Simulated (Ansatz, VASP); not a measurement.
Two plane-wave programs on TiAl

```
Ti Al
1.0
     2.74160    0.16739    0.27260
    -1.22584    2.41389   -0.30845
     0.44035   -0.32111    4.81420
Ti Al
1 1
Direct
  0.99924 0.00217 0.99957
  0.33410 0.66449 0.50043
```

Change from the starting cell: cell sheared at random, sigma 0.06, atoms nudged by 0.01 Å.

Alike in both runs: task single point; functional r2SCAN; k mesh 12 × 12 × 8; occupations gaussian, width 0.15 eV; no spin polarisation.

```csv
,VASP,Ansatz
version,VASP 6.6.1,Ansatz 0.2.0
potentials or method,"VASP PAW PBE potentials, release 64 (Ti_sv, Al), cutoff 520 eV","scalar-relativistic, plane waves, PAW"
valence electrons in the cell,15,15
```

VASP gave:

```
gap on the k mesh at the Fermi level (eV)                     : none
pressure (GPa)                                                : 4.6
traceless stress, the component that is largest in VASP (GPa) : -10.77
rms of the force components (eV/Å)                            : 0.649
```

Q: What did Ansatz give for the same quantities?

A: gap on the k mesh at the Fermi level (eV): none; pressure (GPa): 4.5; traceless stress, the component that is largest in VASP (GPa): -10.78; rms of the force components (eV/Å): 0.649.

VASP's potentials were made for PBE, not for r2SCAN. Atom by atom the forces differ by 0.001 eV/Å (rms over components). A gap of «none» marks a metal or a gap that the smearing closes.
